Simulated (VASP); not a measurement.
Input of a VASP 6.6.1 run:

File INCAR:

```
SYSTEM = Ta
PREC = Accurate
ENCUT = 520
EDIFF = 1E-6
ISMEAR = 0
SIGMA = 0.1
LREAL = .FALSE.
LASPH = .TRUE.
NELM = 100
ALGO = Normal
ISIF = 2
LWAVE = .FALSE.
LCHARG = .FALSE.
GGA = PE
NBANDS = 12
```

Contents of KPOINTS:

```
Automatic mesh
0
G
  8 8 6
  0 0 0
```

POSCAR

```
Ta
1.0
    1.4057608300     -2.4340970800      0.0000000000
    1.4057608300      2.4340970800      0.0000000000
    0.0000000000      0.0000000000      2.8966339500
Ta
1
Direct
    0.5000000000      0.5000000000      0.0000000000
```

Potentials or basis: VASP PAW PBE potentials, release 64 (Ta_pv).

The run is started by

```sh
$ cat potpaw_PBE.64/Ta_pv/POTCAR > POTCAR
$ mpirun -np 1 vasp_std > vasp.out
```

Problem. What does it give for the pressure?

Solution. 0.9 GPa.

Problem. Estimate the band gap on the k mesh.

Solution. Zero (an odd number of electrons rules out a gap without spin polarisation).

Stress tensor (GPa, compression positive):
```
 11.98   0.00   0.00
  0.00  11.98   0.00
  0.00   0.00 -21.31
```

Caveat: the k points lie up to 0.36 Å⁻¹ apart, too coarse for converged energies and pressures of a metal; spin-orbit coupling is left out, which moves the levels of the heavy elements.
